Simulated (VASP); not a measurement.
Set up this calculation in VASP 6.6.1, as the native input.

| Property | Result |
| --- | --- |
| Task | single point |
| Functional | PBE |
| Potentials or basis | VASP PAW PBE potentials, release 64 (Al, N) |
| Cutoff | 520 eV |
| k mesh | 10 × 10 × 10 |
| Occupations | fermi-dirac, width 0.02 eV |
| Spin | no spin polarisation |
| Dipole correction | no |
| Further INCAR settings | ALGO = Normal; EDIFF = 1e-06; NBANDS = 11 |

The structure of AlN lies in POSCAR:

```
AlN
1.0
    0.0616615964      1.9997753105      1.9997753105
    1.9997753105      0.0616615964      1.9997753105
    1.9997753105      1.9997753105      0.0616615964
Al N
1 1
Direct
    0.0000000000      0.0000000000      0.0000000000
    0.5000000000      0.5000000000      0.5000000000
```

This cell differs from its parent crystal: epitaxial 111 strain -4.0%.

These files were run (other wordings do the same):

INCAR

```
ALGO     = Normal         # electronic algorithm
EDIFF    = 1E-6           # SCF threshold, eV
ENCUT    = 520            # plane-wave cutoff, eV
GGA      = PE             # functional
ISIF     = 2              # what is computed and relaxed
ISMEAR   = -1             # smearing method
LASPH    = T              # aspherical terms in the spheres
LCHARG   = T              # write CHGCAR
LELF     = T              # ELF
LREAL    = F              # projectors in reciprocal space
LVHAR    = T            
LWAVE    = F              # write WAVECAR
NBANDS   = 11             # bands
NELM     = 60             # most SCF steps
PREC     = Accurate       # precision mode
SIGMA    = 0.02           # smearing width, eV
```

KPOINTS

```
k-points
0
Gamma
  10 10 10
```

Potentials or basis: VASP PAW PBE potentials, release 64 (Al, N).

Launch:

```bash
$ cat potpaw_PBE.64/Al/POTCAR potpaw_PBE.64/N/POTCAR > POTCAR
$ mpirun -np 1 vasp_std > vasp.out
```

Results of the run:

The pressure is 30.6 GPa and the band gap on the k mesh is 4.49 eV, indirect (least direct gap 6.46 eV).

Caveat: the cell differs from its parent crystal (epitaxial 111 strain -4.0%).

It took 7.3 s on 1 thread of Intel Xeon 6975P-C (shared host), peak memory 0.15 GiB.
